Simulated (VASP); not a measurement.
# SnO2 (Fm-3m) in VASP: G0W0 quasiparticle levels with PBE

Aim: the G0W0 quasiparticle levels of SnO2 with PBE.

Program: VASP 6.6.1. These are calculated values, not measurements. Logs are shortened: lines on timing, memory, paths and dates and some standing lists are left out, and cuts for length are marked.

### 1 The cell of the first run

It takes space group Fm-3m (No. 225, cubic). The conventional cell has a = 5.067 Å, b = 5.067 Å, c = 5.067 Å, α = 90.00°, β = 90.00°, γ = 90.00°. Sn (site symmetry m-3m) has 8 O at 2.19 Å within 2.9 Å. O (site symmetry -43m) has 4 Sn at 2.19 Å and 6 O at 2.53 Å within 2.9 Å.

### 2 G0W0 quasiparticle levels, PBE

File POSCAR:

```
SnO2
1.0
    0.0000000000      2.5334669701      2.5334669701
    2.5334669701      0.0000000000      2.5334669701
    2.5334669701      2.5334669701      0.0000000000
Sn O
1 2
Direct
    0.0000000000      0.0000000000      0.0000000000
    0.2500000000      0.2500000000      0.2500000000
    0.7500000000      0.7500000000      0.7500000000
```

File INCAR.step1:

```
SYSTEM = SnO2
PREC = Accurate
ENCUT = 500
EDIFF = 1E-8
ISMEAR = 0
SIGMA = 0.01
LREAL = .False.
LASPH = .True.
NELM = 80
ALGO = Normal
LWAVE = .True.
LCHARG = .False.
GGA = PE
```

File INCAR.step2:

```
SYSTEM = SnO2
PREC = Accurate
ENCUT = 500
EDIFF = 1E-8
ISMEAR = 0
SIGMA = 0.01
LREAL = .False.
LASPH = .True.
NELM = 1
ALGO = Exact
LWAVE = .True.
LCHARG = .False.
GGA = PE
NBANDS = 65
LOPTICS = .True.
ISTART = 1
```

File INCAR.step3:

```
SYSTEM = SnO2
PREC = Accurate
ENCUT = 500
EDIFF = 1E-8
ISMEAR = 0
SIGMA = 0.01
LREAL = .False.
LASPH = .True.
ALGO = EVGW0
LWAVE = .False.
LCHARG = .False.
GGA = PE
NELMGW = 1
NBANDS = 65
ENCUTGW = 80.0
NOMEGA = 48
PRECFOCK = Fast
ISTART = 1
NBANDSGW = 21
```

File KPOINTS:

```
regular mesh
0
Gamma
  4 4 4
  0 0 0
```

Potentials or basis: VASP PAW PBE potentials, release 64 (Sn_d_GW, O_GW).

Run with:

```bash
$ cat potpaw_PBE.64/Sn_d_GW/POTCAR potpaw_PBE.64/O_GW/POTCAR > POTCAR
$ cp INCAR.step1 INCAR
$ mpirun -np 1 vasp_std > vasp.out
$ cp INCAR.step2 INCAR
$ mpirun -np 1 vasp_std > vasp.out
$ cp INCAR.step3 INCAR
$ mpirun -np 1 vasp_std > vasp.out
```

OUTCAR:

```text
SYSTEM = SnO2
   PREC = Accurate
   ENCUT = 500
   EDIFF = 1E-8
   ISMEAR = 0
   LREAL = .False.
   LASPH = .True.
   GGA = PE
   NELMGW = 1
   ENCUTGW = 80.0
   PRECFOCK = Fast
   ISTART = 1

 ion  position               nearest neighbor table
   1  0.000  0.000  0.000-   3 2.19   3 2.19   3 2.19   2 2.19   3 2.19   2 2.19   2 2.19   2 2.19

   2  0.250  0.250  0.250-   1 2.19   1 2.19   1 2.19   1 2.19
   3  0.750  0.750  0.750-   1 2.19   1 2.19   1 2.19   1 2.19

  LATTYP: Found a face centered cubic cell.
 ALAT       =     5.0669339402

  Lattice vectors:

 A1 = (   0.0000000000,   2.5334669701,   2.5334669701)
 A2 = (   2.5334669701,   0.0000000000,   2.5334669701)
 A3 = (   2.5334669701,   2.5334669701,   0.0000000000)

Analysis of symmetry for initial positions (statically):
=====================================================================
 Subroutine PRICEL returns:
 Original cell was already a primitive cell.

 Routine SETGRP: Setting up the symmetry group for a
 face centered cubic supercell.

 Subroutine GETGRP returns: Found 48 space group operations
 (whereof 48 operations were pure point group operations)
 out of a pool of 48 trial point group operations.

The static configuration has the point symmetry O_h .

Analysis of symmetry for dynamics (positions and initial velocities):
=====================================================================
 Subroutine PRICEL returns:
 Original cell was already a primitive cell.

 Routine SETGRP: Setting up the symmetry group for a
 face centered cubic supercell.

 Subroutine GETGRP returns: Found 48 space group operations
 (whereof 48 operations were pure point group operations)
 out of a pool of 48 trial point group operations.

The dynamic configuration has the point symmetry O_h .

 Subroutine INISYM returns: Found 48 space group operations
 (whereof 48 operations are pure point group operations),
 and found     1 'primitive' translations

----------------------------------------------------------------------------------------

                                     Primitive cell

  volume of cell :      32.5219

  direct lattice vectors                    reciprocal lattice vectors
     0.000000000  2.533466970  2.533466970    -0.197358010  0.197358010  0.197358010
     2.533466970  0.000000000  2.533466970     0.197358010 -0.197358010  0.197358010
     2.533466970  2.533466970  0.000000000     0.197358010  0.197358010 -0.197358010

  length of vectors
     3.582863349  3.582863349  3.582863349     0.341834101  0.341834101  0.341834101

  position of ions in fractional coordinates (direct lattice)
     0.000000000  0.000000000  0.000000000
     0.250000000  0.250000000  0.250000000
     0.750000000  0.750000000  0.750000000

  ion indices of the primitive-cell ions
   primitive index   ion index
                 1           1
                 2           2
                 3           3

----------------------------------------------------------------------------------------

 KPOINTS: regular mesh

Automatic generation of k-mesh.
 Grid dimensions read from file:
 generate k-points for:    4    4    4

 Generating k-lattice:

  Cartesian coordinates                     Fractional coordinates (reciprocal lattice)
    -0.049339503  0.049339503  0.049339503     0.250000000  0.000000000  0.000000000
     0.049339503 -0.049339503  0.049339503     0.000000000  0.250000000  0.000000000
     0.049339503  0.049339503 -0.049339503     0.000000000  0.000000000  0.250000000

  Length of vectors
     0.085458525  0.085458525  0.085458525

  Shift w.r.t. Gamma in fractional coordinates (k-lattice)
     0.000000000  0.000000000  0.000000000

 Subroutine IBZKPT returns following result:
 ===========================================

 Found      8 irreducible k-points:

 Following reciprocal coordinates:
            Coordinates               Weight
  0.000000  0.000000  0.000000      1.000000
  0.250000  0.000000  0.000000      8.000000
  0.500000  0.000000  0.000000      4.000000
  0.250000  0.250000  0.000000      6.000000
  0.500000  0.250000  0.000000     24.000000
 -0.250000  0.250000  0.000000     12.000000
  0.500000  0.500000  0.000000      3.000000
 -0.250000  0.500000  0.250000      6.000000
   k-points           NKPTS =      8   k-points in BZ     NKDIM =     64   number of bands    NBANDS=     65
   number of dos      NEDOS =    301   number of ions     NIONS =      3
   total plane-waves  NPLWV =  21952
   dimension x,y,z NGX =    28 NGY =   28 NGZ =   28
   dimension x,y,z NGXF=    56 NGYF=   56 NGZF=   56
   ions per type =               1   2
   NGX,Y,Z   is equivalent  to a cutoff of  12.99, 12.99, 12.99 a.u.
   NGXF,Y,Z  is equivalent  to a cutoff of  25.98, 25.98, 25.98 a.u.
 SYSTEM =  SnO2
   PREC   = accura    normal or accurate (medium, high low for compatibility)
   ISTART =      1    job   : 0-new  1-cont  2-samecut
   ICHARG =      0    charge: 1-file 2-atom 10-const
   ISPIN  =      1    spin polarized calculation?
   LNONCOLLINEAR =      F non collinear calculations
   LSORBIT =      F    spin-orbit coupling
   LASPH  =      T    aspherical Exc in radial PAW
   ENCUT  =  500.0 eV  36.75 Ry    6.06 a.u.   6.53  6.53  6.53*2*pi/ulx,y,z
   NELM   =     60;   NELMIN=  2; NELMDL=  0     # of ELM steps
   EDIFF  = 0.1E-07   stopping-criterion for ELM
   LREAL  =      F    real-space projection
   EDIFFG = 0.1E-06   stopping-criterion for IOM
   NSW    =      0    number of steps for IOM
   IBRION =     -1    ionic relax: 0-MD 1-quasi-New 2-CG
   NFREE  =      0    steps in history (QN), initial steepest desc. (CG)
   ISIF   =      0    stress and relaxation
   ISYM   =      3    0-nonsym 1-usesym 2-fastsym
   POTIM  = 0.5000    time-step for ionic-motion
   TEBEG  =    0.0;   TEEND  =   0.0 temperature during run
   PSTRESS=    0.0 pullay stress
   NELECT =      26.0000    total number of electrons
   NUPDOWN=      -1.0000    fix difference up-down
   EMIN   =  10.00;   EMAX   =-10.00  energy-range for DOS
   EFERMI =   0.00;   METHOD = LEGACY
   ISMEAR =     0;   SIGMA  =   0.01  broadening in eV -4-tet -1-fermi 0-gaus
   EFERMI_NEDOS =   21; number of points for ismear=-14 and -15
   IALGO  =     38    algorithm
   IMIX   =      4    mixing-type and parameters
     AMIX     =   0.40;   BMIX     =  1.00
     AMIX_MAG =   1.60;   BMIX_MAG =  1.00
  volume/ion in A,a.u.               =      10.84        73.16
  Fermi-wavevector in a.u.,A,eV,Ry     =   1.519407  2.871262 31.410365  2.308597
  Thomas-Fermi vector in A             =   2.628397
   LORBIT       =      0    0 simple, 1 ext, 2 COOP (PROOUT), +10 PAW based schemes
   GGA     = PE    functional components
   LHFCALC =     T    Hartree Fock is set to
   PRECFOCK=fast      Normal, Fast or Accurate (Low or Medium for compatibility)
   ENCUT4O =  -1.0   cutoff for four orbital integrals eV
   NKREDX  =     1    reduce k-point grid by
   NKREDY  =     1    reduce k-point grid by
   NKREDZ  =     1    reduce k-point grid by
   AEXX    =    1.0000 exact exchange contribution
   HFSCREEN=    0.0000 screening length (either q_TF or 0.3 A-1)
   HFSCREENC=   0.0000 screening length for correlation (either q_TF or 0.3 A-1)
   ENCUTFOCK=  -1.0 apply spherical cutoff to Coloumb kernel
   IVDW    =     0    specifies the selected vdW correction
   LEPSILON=     F    determine dielectric tensor
   LRPA    =     F    only Hartree local field effects (RPA)
   LRPAFORCE           =     F    calculate RPA forces
   ENCUTGW             =  80.0    cutoff for response function in eV
   ENCUTGWSOFT         =  64.0    soft cutoff for Coulomb kernel in GW response function in eV
   ENCUTLF             =  -1.0    cutoff for local field effects
   NELMGW              =     1    number of iterations in solving QP/BSE equation
   NELMHF              =     1    number of iterations in the inner HF iteration
   NKREDLFX            =     1    NKREDLFY  =   1   NKREDLFZ  =   1
 non-spin polarized calculation
 Gauss-broadening in eV      SIGMA  =   0.01
  energy-cutoff  :      500.00
  volume of cell :       32.52
 maximum number of plane-waves:       869
 NGX is ok and might be reduce to    28
  NGX = 16; NGY = 16; NGZ = 16
   NGX = 13   NGY = 13   NGZ = 13
 maximum number of plane-waves:        59
 NGX is ok and might be reduce to    14

 QP shifts <psi_nk| G(iteration)W_0 |psi_nk>: iteration 1
 for sc-GW calculations column KS-energies equals QP-energies in previous step
 and V_xc(KS)=  KS-energies - (<T + V_ion + V_H > + <T+V_H+V_ion>^1  + <V_x>^1)

 k-point   1 :       0.0000    0.0000    0.0000
  band No.  KS-energies  QP-energies   sigma(KS)   V_xc(KS)     V^pw_x(r,r')   Z            occupation Imag(sigma)

      1     -14.5372     -17.3084     -21.1757     -17.4345     -27.2831       0.7407       2.0000       0.6321
      2     -14.5372     -17.3084     -21.1757     -17.4345     -27.2831       0.7407       2.0000       0.6321
      3     -14.5372     -17.3084     -21.1757     -17.4345     -27.2831       0.7407       2.0000       0.6321
      4     -14.3827     -17.0869     -21.1180     -17.4573     -27.0375       0.7387       2.0000       0.5082
      5     -14.3827     -17.0869     -21.1180     -17.4573     -27.0375       0.7387       2.0000       0.5082
      6     -13.6658     -14.6529     -19.2011     -17.6400     -29.3969       0.6323       2.0000       1.5095
[... 13 lines left out ...]
     20      21.3756      22.1703     -10.0858     -11.0892      -4.9775       0.7920       0.0000      -0.2133
     21      28.3433      29.7802     -10.7857     -12.6187      -4.6571       0.7839       0.0000      -0.8104

 k-point   2 :       0.2500    0.0000    0.0000
  band No.  KS-energies  QP-energies   sigma(KS)   V_xc(KS)     V^pw_x(r,r')   Z            occupation Imag(sigma)

      1     -14.7848     -17.3254     -20.9758     -17.4833     -27.6352       0.7275       2.0000       0.7235
      2     -14.5013     -17.2702     -21.1858     -17.4508     -27.2704       0.7414       2.0000       0.6147
      3     -14.5013     -17.2702     -21.1858     -17.4508     -27.2704       0.7414       2.0000       0.6147
      4     -14.3767     -17.0921     -21.1323     -17.4655     -27.0640       0.7405       2.0000       0.5155
      5     -14.3767     -17.0921     -21.1323     -17.4655     -27.0640       0.7405       2.0000       0.5155
      6     -12.9733     -14.0812     -19.7616     -18.0255     -29.5994       0.6382       2.0000       1.3530
[... 13 lines left out ...]
     20      22.3367      22.9721      -9.5791     -10.3994      -3.7215       0.7746       0.0000      -0.4739
     21      26.3707      27.3660      -9.9039     -11.1411      -4.0987       0.8045       0.0000      -0.6716

 k-point   3 :       0.5000    0.0000    0.0000
  band No.  KS-energies  QP-energies   sigma(KS)   V_xc(KS)     V^pw_x(r,r')   Z            occupation Imag(sigma)

      1     -15.0357     -17.4204     -20.8194     -17.5090     -27.8990       0.7204       2.0000       0.8045
      2     -14.4897     -17.2433     -21.1549     -17.4367     -27.2038       0.7406       2.0000       0.5936
      3     -14.4897     -17.2433     -21.1549     -17.4367     -27.2038       0.7406       2.0000       0.5936
      4     -14.3454     -17.0740     -21.1884     -17.5056     -27.1450       0.7409       2.0000       0.5251
      5     -14.3454     -17.0740     -21.1884     -17.5056     -27.1450       0.7409       2.0000       0.5251
      6     -11.5112     -12.6880     -20.9826     -19.1952     -30.7499       0.6584       2.0000       1.2208
[... 13 lines left out ...]
     20      21.7555      22.6325     -10.3357     -11.4516      -4.6592       0.7860       0.0000      -0.4159
     21      25.5023      26.4786     -10.7624     -11.9845      -5.0249       0.7989       0.0000      -0.5739
[... 79 lines left out ...]
      1     -15.1269     -17.5413     -20.8622     -17.5091     -27.8837       0.7201       2.0000       0.7813
      2     -14.4604     -17.1650     -21.0344     -17.3709     -26.9745       0.7382       2.0000       0.5351
      3     -14.3646     -17.1323     -21.2808     -17.5487     -27.3385       0.7416       2.0000       0.5767
      4     -14.3646     -17.1323     -21.2808     -17.5487     -27.3385       0.7416       2.0000       0.5767
      5     -14.3362     -17.0513     -21.1544     -17.4939     -27.0778       0.7418       2.0000       0.5102
      6     -11.8811     -13.0428     -20.8549     -19.0753     -30.7186       0.6528       2.0000       1.2408
[... 13 lines left out ...]
     20      23.8559      24.9290     -11.3194     -12.6765      -5.9755       0.7908       0.0000      -0.3370
     21      25.3998      26.3929      -9.4851     -10.7307      -4.0768       0.7974       0.0000      -0.3950

 k-point   8 :      -0.2500    0.5000    0.2500
  band No.  KS-energies  QP-energies   sigma(KS)   V_xc(KS)     V^pw_x(r,r')   Z            occupation Imag(sigma)

      1     -14.8283     -17.3179     -20.9826     -17.5409     -27.7536       0.7234       2.0000       0.7262
      2     -14.8283     -17.3179     -20.9826     -17.5409     -27.7536       0.7234       2.0000       0.7262
      3     -14.4286     -17.1331     -21.0670     -17.4029     -27.0018       0.7381       2.0000       0.5283
      4     -14.3650     -17.1040     -21.2049     -17.5077     -27.1972       0.7408       2.0000       0.5459
      5     -14.3650     -17.1040     -21.2049     -17.5077     -27.1972       0.7408       2.0000       0.5459
      6     -10.7248     -12.1275     -21.5834     -19.5389     -30.6443       0.6861       2.0000       1.0804
[... 13 lines left out ...]
     20      24.7172      25.9809     -11.0433     -12.6609      -5.6145       0.7812       0.0000      -0.3443
     21      24.7172      25.9809     -11.0433     -12.6609      -5.6145       0.7812       0.0000      -0.3443
```

Wall time 1.7 min (1 thread of Intel Xeon Platinum 8488C (Sapphire Rapids), shared host); peak memory 0.28 GiB.

What came out:

```yaml
Band_gap_on_the_k_mesh_mean-field_level: 0.27 eV, indirect (least direct gap 1.67 eV)
Quasiparticle_gap: 0.87 eV
Least_direct_quasiparticle_gap: 2.40 eV
```

Caveat: the k points lie up to 0.54 Å⁻¹ apart; bands, screening cutoff and mesh are small and nothing is extrapolated, so the quasiparticle values aren't converged; spin-orbit coupling is left out, which moves the levels of the heavy elements.
